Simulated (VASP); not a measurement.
Here is a VASP 6.6.1 calculation.

INCAR

```
PREC = Accurate ; ENCUT = 520
EDIFF = 1E-6 ; ISMEAR = -1
SIGMA = 0.05 ; LREAL = F
LASPH = T ; NELM = 80
ALGO = Normal ; ISIF = 2
LWAVE = F ; LCHARG = F
NBANDS = 27
```

Contents of KPOINTS:

```
regular mesh
0
Gamma
  10 10 4
```

The input POSCAR:

```
Ta3N
1.0
    2.9912429644      0.0000000000      0.0000000000
   -1.4956214823      2.5904923961      0.0000000000
    0.0000000000      0.0000000000      7.4224470073
Ta N
3 1
Direct
    0.6666666667      0.3333333333      0.8260700000
    0.3333333333      0.6666666667      0.1739300000
    0.0000000000      0.0000000000      0.5000000000
    0.0000000000      0.0000000000      0.0000000000
```

Potentials or basis: VASP PAW LDA potentials, release 64 (Ta_pv, N).

The run is started by

```sh
$ cat potpaw_LDA.64/Ta_pv/POTCAR potpaw_LDA.64/N/POTCAR > POTCAR
$ mpirun -np 1 vasp_std > vasp.out
```

Estimate the largest force.

0.207 eV/Å.

What does it give for the band gap on the k mesh?

Zero (band 19 reaches 7.41 eV, above the bottom of band 20 at 6.64 eV).

Estimate the pressure.

-2.2 GPa.

Stress tensor (GPa, compression positive):
```
-2.58  0.00  0.00
 0.00 -2.58  0.00
 0.00  0.00 -1.38
```

Caveat: spin-orbit coupling is left out, which moves the levels of the heavy elements.
